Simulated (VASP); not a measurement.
Set up this calculation in VASP 6.6.1, as the native input.

```
Task                   : single point
Functional             : PBE
Potentials or basis    : VASP PAW PBE potentials, release 64 (Sb)
Cutoff                 : 500 eV
k mesh                 : 7 × 7 × 7
Occupations            : fermi-dirac, width 0.0816 eV
Spin                   : no spin polarisation
Dipole correction      : no
Further INCAR settings : ALGO = Normal; EDIFF = 1e-06; NBANDS = 12
```

The structure of Sb lies in POSCAR:

```
Sb
1.0
    2.1837102723     -1.2607657135      3.8578881478
    0.0000000000      2.5215314271      3.8578881478
   -2.1837102723     -1.2607657135      3.8578881478
Sb
2
Direct
    0.2320000000      0.2320000000      0.2320000000
    0.7680000000      0.7680000000      0.7680000000
```

The input as run:

INCAR

```
SYSTEM = Sb
PREC     = Accurate       ! precision mode
ENCUT    = 500            ! plane-wave cutoff, eV
EDIFF    = 1E-6           ! SCF threshold, eV
ISMEAR   = -1             ! smearing method
SIGMA    = 0.0816         ! smearing width, eV
LREAL    = .False.        ! projectors in reciprocal space
LASPH    = .True.         ! aspherical terms in the spheres
NELM     = 120            ! most SCF steps
ALGO     = Normal         ! electronic algorithm
ISIF     = 2              ! what is computed and relaxed
LWAVE    = .False.        ! write WAVECAR
LCHARG   = .False.        ! write CHGCAR
GGA      = PE             ! functional
NBANDS   = 12             ! bands
GGA_COMPAT= .False.
```

KPOINTS

```
Automatic mesh
0
Gamma
  7 7 7
  0 0 0
```

Potentials or basis: VASP PAW PBE potentials, release 64 (Sb).

Command:

```sh
$ cat potpaw_PBE.64/Sb/POTCAR > POTCAR
$ mpirun -np 1 vasp_std > vasp.out
```

It gave:

| Property | Result |
| --- | --- |
| Pressure | 0.3 GPa |
| Largest force | 0.080 eV/Å |

Run time: 65 s on 1 thread of Intel Xeon 8259CL, on a shared host, peak memory 0.18 GiB.
